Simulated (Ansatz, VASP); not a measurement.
**One calculation of Si, two programs**

```
Si
1.0
    -2.26960    2.38808    1.28554
     2.26960   -2.38808    1.28554
     2.26960    2.38808   -1.28554
Si
2
Direct
  0.80700 0.55700 0.25000
  0.19300 0.44300 0.75000
```

Change from the starting cell: volume scaled by 1.025.

Alike in both runs: task single point; functional LDA; k mesh 16 × 16 × 16; occupations fermi-dirac, width 0.05 eV; no spin polarisation.

```csv
,VASP,Ansatz
version,VASP 6.6.1,Ansatz 0.2.0
potentials or method,"VASP PAW LDA potentials, release 64 (Si), cutoff 520 eV","all-electron LAPW, scalar-relativistic"
```

VASP gave:

```
pressure (GPa)                                                : 7.1
traceless stress, the component that is largest in VASP (GPa) : 1.09
rms of the force components (eV/Å)                            : 0.021
```

Question: Estimate Ansatz's values.

Answer: Pressure (GPa): 7.0; traceless stress, the component that is largest in VASP (GPa): 1.05; rms of the force components (eV/Å): 0.021.

LDA's correlation is that of Perdew and Zunger in VASP and of Perdew and Wang (1992) in Ansatz. Atom by atom the forces differ by 0.000 eV/Å (rms over components). Ansatz ran all-electron here, and VASP with PAW potentials.
